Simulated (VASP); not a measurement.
TiO2, 6 atoms in the cell. Symmetry: I4_1/amd, No. 141, tetragonal system. The conventional cell has a = 3.736 Å, b = 3.736 Å, c = 10.210 Å, α = 90.00°, β = 90.00°, γ = 90.00°. Ti (site symmetry -4m2) has 6 O at 1.89 to 2.25 Å within 2.5 Å. Within 2.5 Å of O (site symmetry 2mm) lie 3 Ti at 1.89 to 2.25 Å.  This cell differs from its parent crystal: atoms shifted along a free coordinate, c/a of the conventional cell at fixed volume 2.7328.

* Program: VASP 6.6.1
* Task: single point
* Functional: PBE
* Potentials or basis: VASP PAW PBE potentials, release 64 (Ti_sv, O)
* Cutoff: 520 eV
* k mesh: 8 × 8 × 8
* Occupations: gaussian, width 0.05 eV
* Spin: no spin polarisation
* Hubbard terms: Ti d U = 4.0 eV
* Dipole correction: no
* Further INCAR settings: ALGO = Normal; EDIFF = 1e-06; NBANDS = 33

Potentials or basis: VASP PAW PBE potentials, release 64 (Ti_sv, O).

Command:

```bash
$ cat potpaw_PBE.64/Ti_sv/POTCAR potpaw_PBE.64/O/POTCAR > POTCAR
$ mpirun -np 1 vasp_std > vasp.out
```

Hardware: 1 thread of AMD EPYC 9R14 (Zen 4), with other jobs on the host.

Q: Estimate the wall time of this run.

A: It took 4.5 min on 1 thread of AMD EPYC 9R14 (Zen 4), with other jobs on the host, peak memory 0.34 GiB. Counts: scf iterations 16, k points 59.
